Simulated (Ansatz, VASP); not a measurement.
# Two plane-wave programs on AlGa2Sb3

```
Al Ga Sb
1.0
     4.38636   -0.00021   -0.00030
    -2.19337    3.79876   -0.00005
    -0.00169   -0.00093   21.65931
Al Ga Sb
2 4 6
Cartesian
  2.1931 1.2649 18.0473
  -0.0012 2.5317 7.2173
  2.1933 1.2655 3.6114
  2.1921 1.2689 10.8368
  -0.0003 2.5294 0.0071
  -0.0019 2.5330 14.4416
  2.1920 1.2654 6.3118
  2.1911 1.2669 13.5347
  2.1912 1.2622 20.7548
  0.0001 2.5317 2.7049
  -0.0011 2.5350 9.9250
  -0.0001 2.5313 17.1419
```

Change from the starting cell: cell x1, atoms moved at random (sigma 0.1 Å) and cell strained at random (1.5 %), then relaxed without symmetry.

Alike in both runs: functional PBE; k mesh 6 × 6 × 1; occupations gaussian, width 0.2 eV; no spin polarisation.

Ansatz relaxed the structure, and its values are those at the end. VASP's run is a single point on that final structure, the one shown.

```csv
,VASP,Ansatz
version,VASP 6.6.1,Ansatz 0.2.0
potentials or method,"VASP PAW PBE potentials, release 64 (Al, Ga_d, Sb), cutoff 520 eV","scalar-relativistic, plane waves, PAW"
valence electrons in the cell,88,148
```

```csv
,VASP,Ansatz,Ansatz less VASP
gap on the k mesh at the Fermi level (eV),none,none,-
pressure (GPa),0.1,0.0,-0.11
rms of the force components (eV/Å),0.003,0.001,-0.0019
```

A gap of «none» marks a metal or a gap that the smearing closes. VASP's potentials hold 88 valence electrons a cell and Ansatz's 148, so a difference there can come from the potentials and not from the codes.

Neither program's run includes spin-orbit coupling.
